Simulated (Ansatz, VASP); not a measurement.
## One calculation of TlPt, two programs

Contents of INCAR:

```
SYSTEM = TlPt
PREC = Accurate
ENCUT = 520
EDIFF = 1E-7
ISMEAR = 0
SIGMA = 0.1
LREAL = .FALSE.
LASPH = .TRUE.
NELM = 60
ALGO = Fast
ISIF = 2
LWAVE = .FALSE.
LCHARG = .TRUE.
GGA = PE
LELF = .TRUE.
LVHAR = .TRUE.
NBANDS = 44
```

KPOINTS

```
regular mesh
0
G
  6 6 10
  0 0 0
```

Contents of POSCAR:

```
TlPt
1.0
    6.5871404291      0.0000000000      0.0000000000
   -3.2935702146      5.7046309499      0.0000000000
    0.0000000000      0.0000000000      3.9807322556
Tl Pt
3 3
Direct
    0.5000000000      0.0000000000      0.0000000000
    0.5000000000      0.5000000000      0.0000000000
    0.0000000000      0.5000000000      0.0000000000
    0.0000000000      0.0000000000      0.0000000000
    0.3333333333      0.6666666667      0.5000000000
    0.6666666667      0.3333333333      0.5000000000
```

Input for Ansatz:

```yaml
crystal:
  lattice:
    - [6.5871404291, 0.0, 0.0]
    - [-3.2935702146, 5.7046309499, 0.0]
    - [0.0, 0.0, 3.9807322556]
  atoms:
    - { symbol: Tl, position: [0.5, 0.0, 0.0] }
    - { symbol: Tl, position: [0.5, 0.5, 0.0] }
    - { symbol: Tl, position: [0.0, 0.5, 0.0] }
    - { symbol: Pt, position: [0.0, 0.0, 0.0] }
    - { symbol: Pt, position: [0.3333333333, 0.6666666667, 0.5] }
    - { symbol: Pt, position: [0.6666666667, 0.3333333333, 0.5] }
basis:
  ecutwfc: 420
kpoints:
  mp_grid: { grid: [6, 6, 10] }
hamiltonian:
  xc: pbe
scf:
  occupations: { method: gaussian, width: 0.1 }
output:
  forces: true
  stress: true
  eigenvalues: true
```

Alike in both runs: task single point; functional PBE; k mesh 6 × 6 × 10; occupations gaussian, width 0.1 eV; no spin polarisation.

```csv
,VASP,Ansatz
version,VASP 6.6.1,Ansatz 0.2.0
potentials or method,"VASP PAW PBE potentials, release 64 (Tl_d, Pt), cutoff 520 eV","scalar-relativistic, plane waves, PAW"
valence electrons in the cell,69,93
```

|  | VASP | Ansatz | Ansatz less VASP |
| --- | --- | --- | --- |
| gap on the k mesh at the Fermi level (eV) | none | none | - |
| pressure (GPa) | 0.0 | 0.0 | +0.02 |

A gap of «none» marks a metal or a gap that the smearing closes. With one functional, cell and mesh, what is left measures potentials, basis and numerics. VASP's potentials hold 69 valence electrons a cell and Ansatz's 93, so a difference there can come from the potentials and not from the codes.

Spin-orbit coupling is off throughout.
